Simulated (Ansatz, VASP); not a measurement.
# Two plane-wave programs on Bi2Se3

```xyz
5
Lattice="-2.5404 2.5404 6.2951 2.5404 -2.5404 6.2951 2.5404 2.5404 -6.2951" Properties=species:S:1:pos:R:3 pbc="T T T"
Bi    2.5404    0.0000    5.1937
Bi    0.0000    2.5404    5.1937
Se    0.0000    2.5404    1.5947
Se    2.5404    0.0000    1.5947
Se    0.0000    0.0000    2.0490
```

Alike in both runs: functional PBE; k mesh 6 × 6 × 6; occupations gaussian, width 0.1 eV; no spin polarisation.

Ansatz relaxed the structure, and its values are those at the end. VASP's run is a single point on that final structure, the one shown.

|  | VASP | Ansatz |
| --- | --- | --- |
| version | VASP 6.6.1 | Ansatz 0.2.0 |
| potentials or method | VASP PAW PBE potentials, release 64 (Bi_d, Se), cutoff 520 eV | scalar-relativistic, plane waves, PAW |
| valence electrons in the cell | 48 | 78 |

|  | VASP | Ansatz | Ansatz less VASP |
| --- | --- | --- | --- |
| gap on the k mesh at the Fermi level (eV) | 0.07 | 0.07 | 0.000 |
| least direct gap on the mesh (eV) | 0.08 | 0.08 | +0.001 |
| pressure (GPa) | -0.1 | -0.1 | -0.01 |
| rms of the force components (eV/Å) | 0.009 | 0.013 | +0.0041 |

The functional is the same, so the differences come from potentials, cutoffs and numerics. VASP's potentials hold 48 valence electrons a cell and Ansatz's 78, so a difference there can come from the potentials and not from the codes.

Neither program's run includes spin-orbit coupling.
